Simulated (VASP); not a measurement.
# SrTiO3: single point with PBEsol

The system is SrTiO3.

```
Sr Ti O
1.0
     4.11785    1.02946    1.02946
     1.02946    4.11785    1.02946
     1.02946    1.02946    4.11785
Sr Ti O
1 1 3
Cartesian
  0.0000 0.0000 0.0000
  3.0884 3.0884 3.0884
  1.0295 2.5737 2.5737
  2.5737 1.0295 2.5737
  2.5737 2.5737 1.0295
```

This cell differs from its parent crystal: ratio of the length along [111] to the lengths across it x 2.0, volume and fractional coordinates fixed.

```yaml
Program: VASP 6.6.1
Task: single point
Functional: PBEsol
Potentials_or_basis: VASP PAW PBE potentials, release 64 (Sr_sv, Ti_sv, O)
Cutoff: 520 eV
k_mesh: 8 × 8 × 8
Occupations: gaussian, width 0.05 eV
Spin: no spin polarisation
```

The pressure is 31.5 GPa. The band gap on the k mesh is zero (bands 20 and 21 overlap by 1.41 eV).

Stress tensor (GPa, compression positive):
```
 31.49 -37.91 -37.91
-37.91  31.49 -37.91
-37.91 -37.91  31.49
```

Levels at points of the mesh, in eV from the Fermi level:
```csv
k point,band 16,band 17,band 18,band 19,band 20,band 21,band 22,band 23,band 24,band 25
"(0.00, 0.00, 0.00)",-2.52,-2.52,-1.90,-1.06,-0.82,-0.82,0.78,0.78,1.25,1.25
"(0.50, 0.00, 0.00)",-3.68,-3.59,-3.11,-1.89,-0.25,0.17,0.75,1.02,1.41,2.04
"(0.50, 0.50, 0.50)",-2.88,-2.88,-1.03,0.59,0.59,0.81,0.87,0.87,3.86,3.86
"(0.50, 0.50, 0.00)",-4.06,-3.90,-2.86,-1.59,0.05,0.25,0.39,0.98,1.73,3.86
```

Run time: 2.1 min on 1 thread of Intel Xeon 8259CL, on a shared host, peak memory 0.25 GiB.

Caveat: the cell stands under pressure; the PAW data sets were made with another functional, which shifts forces and pressure a little.
